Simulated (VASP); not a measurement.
A run of VASP 6.6.1 is set up as follows.

The input INCAR:

```
PREC     = Accurate       # precision mode
ENCUT    = 840            # plane-wave cutoff, eV
EDIFF    = 1E-7           # SCF threshold, eV
ISMEAR   = 0              # smearing method
SIGMA    = 0.2            # smearing width, eV
LREAL    = False          # projectors in reciprocal space
LASPH    = True           # aspherical terms in the spheres
NELM     = 120            # most SCF steps
ALGO     = Normal         # electronic algorithm
ISIF     = 3              # what is computed and relaxed
LWAVE    = False          # write WAVECAR
LCHARG   = False          # write CHGCAR
GGA      = PE             # functional
IBRION   = 2              # ionic algorithm
NSW      = 36             # ionic steps
EDIFFG   = -0.08          # ionic threshold
GGA_COMPAT= False        
NELMIN   = 4
```

Contents of KPOINTS:

```
Automatic mesh
0
Gamma
  4 4 3
```

The input POSCAR:

```
MgZn4O
1.0
    5.2000000000      0.0000000000      0.0000000000
   -2.6000000000      4.5033321000      0.0000000000
    0.0000000000      0.0000000000      6.8700000000
Mg Zn O
2 8 2
Direct
    0.0000000000      0.0000000000      0.5000000000
    0.0000000000      0.0000000000      0.0000000000
    0.5000000000      0.5000000000      0.7130000000
    0.5000000000      0.5000000000      0.2870000000
    0.0000000000      0.5000000000      0.2870000000
    0.0000000000      0.5000000000      0.7130000000
    0.5000000000      0.0000000000      0.7130000000
    0.5000000000      0.0000000000      0.2870000000
    0.6666666700      0.3333333300      0.0000000000
    0.3333333300      0.6666666700      0.0000000000
    0.6666666700      0.3333333300      0.5000000000
    0.3333333300      0.6666666700      0.5000000000
```

Potentials or basis: VASP PAW PBE potentials, release 64 (Mg_sv, Zn, O).

Run with:

```sh
$ cat potpaw_PBE.64/Mg_sv/POTCAR potpaw_PBE.64/Zn/POTCAR potpaw_PBE.64/O/POTCAR > POTCAR
$ mpirun -np 1 vasp_std > vasp.out
```

(1) What does it give for the band gap on the k mesh?

(2) Predict the space group after relaxing (to 0.1 Å).

Answers

(1) zero (bands 64 and 65 overlap by 0.56 eV).

(2) P6/mmm (No. 191).

Caveat: semilocal functionals underestimate gaps, and a narrow one can read as zero.
